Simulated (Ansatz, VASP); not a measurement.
**HC12: VASP beside Ansatz**

```
C H
1.0
     4.88927    0.00000    0.00000
    -2.44463    6.77393    0.00000
     0.00000    0.00000   22.76841
C H
24 2
Direct
  0.40208 0.30416 0.17568
  0.40208 0.80416 0.17568
  0.90208 0.30416 0.17568
  0.90208 0.80416 0.17568
  0.16304 0.32608 0.20598
  0.16304 0.82608 0.20598
  0.66304 0.32608 0.20598
  0.66304 0.82608 0.20598
  0.18464 0.36928 0.26663
  0.18464 0.86928 0.26663
  0.68464 0.36928 0.26663
  0.68464 0.86928 0.26663
  0.44616 0.39233 0.29605
  0.44616 0.89233 0.29605
  0.94616 0.39233 0.29605
  0.94616 0.89233 0.29605
  0.47156 0.44313 0.35911
  0.47156 0.94313 0.35911
  0.97156 0.44313 0.35911
  0.97156 0.94313 0.35911
  0.23270 0.46540 0.38511
  0.23270 0.96540 0.38511
  0.73270 0.46540 0.38511
  0.73270 0.96540 0.38511
  0.23270 0.86161 0.41893
  0.23270 0.06920 0.41893
```

Alike in both runs: task single point; functional LDA; k mesh 6 × 4 × 1; occupations gaussian, width 0.05 eV; no spin polarisation.

|  | VASP | Ansatz |
| --- | --- | --- |
| version | VASP 6.6.1 | Ansatz 0.2.0 |
| potentials or method | VASP PAW LDA potentials, release 64 (C, H), cutoff 520 eV | scalar-relativistic, plane waves, PAW |
| valence electrons in the cell | 98 | 98 |

```csv
,VASP,Ansatz,Ansatz less VASP
gap on the k mesh at the Fermi level (eV),none,none,-
rms of the force components (eV/Å),1.364,1.368,+0.0040
```

Ansatz warns that its potentials were made for another functional, while VASP's fit it. LDA's correlation is that of Perdew and Zunger in VASP and of Perdew and Wang (1992) in Ansatz. Atom by atom the forces differ by 0.023 eV/Å (rms over components). A gap of «none» marks a metal or a gap that the smearing closes.
